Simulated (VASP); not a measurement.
HfO2:

```
CELL_PARAMETERS angstrom
3.62100 0.00000 0.00000
0.00000 3.62100 0.00000
0.00000 0.00000 5.28244
ATOMIC_POSITIONS crystal
Hf 0.00000 0.00000 0.00000
Hf 0.50000 0.50000 0.50000
O 0.00000 0.50000 0.30719
O 0.00000 0.50000 0.80719
O 0.50000 0.00000 0.69281
O 0.50000 0.00000 0.19281
```

```yaml
Program: VASP 6.6.1
Task: relaxation of cell and atoms
Functional: PBE
Potentials_or_basis: VASP PAW PBE potentials, release 64 (Hf_pv, O)
Cutoff: 600 eV
k_mesh: 9 × 9 × 6
Occupations: gaussian, width 0.02 eV
Spin: no spin polarisation
```

At the start: pressure -6.1 GPa; volume 11.54 Å³/atom.

How do energy, volume and symmetry change on relaxing?

Over 10 steps the energy falls by 6.1 meV/atom and the volume is 11.21 Å³/atom (-2.9 %); space group P4_2/nmc (No. 137, to 0.1 Å) before and after.

Step by step:
```csv
step,energy change (eV),largest force (eV/Å),pressure (GPa),volume (Å³)
1,0.0000,0.1048,-6.11,69.26
2,0.0471,0.3082,10.36,64.94
3,-0.0353,0.0484,-0.10,67.51
4,-0.0353,0.0515,0.01,67.47
5,-0.0357,0.0448,0.03,67.43
6,-0.0366,0.0259,0.07,67.31
7,-0.0361,0.0098,0.19,67.06
8,-0.0367,0.0136,0.12,67.22
9,-0.0366,0.0191,-0.39,67.33
10,-0.0368,0.0003,-0.09,67.26
```

Final structure:
```xyz
6
Lattice="3.5882 0.0000 0.0000 0.0000 3.5882 0.0000 0.0000 0.0000 5.2244" Properties=species:S:1:pos:R:3 pbc="T T T"
Hf    0.0000    0.0000    0.0000
Hf    1.7941    1.7941    2.6122
O     3.5882    1.7941    1.5928
O     3.5882    1.7941    4.2050
O     1.7941    0.0000    3.6316
O     1.7941    0.0000    1.0194
```
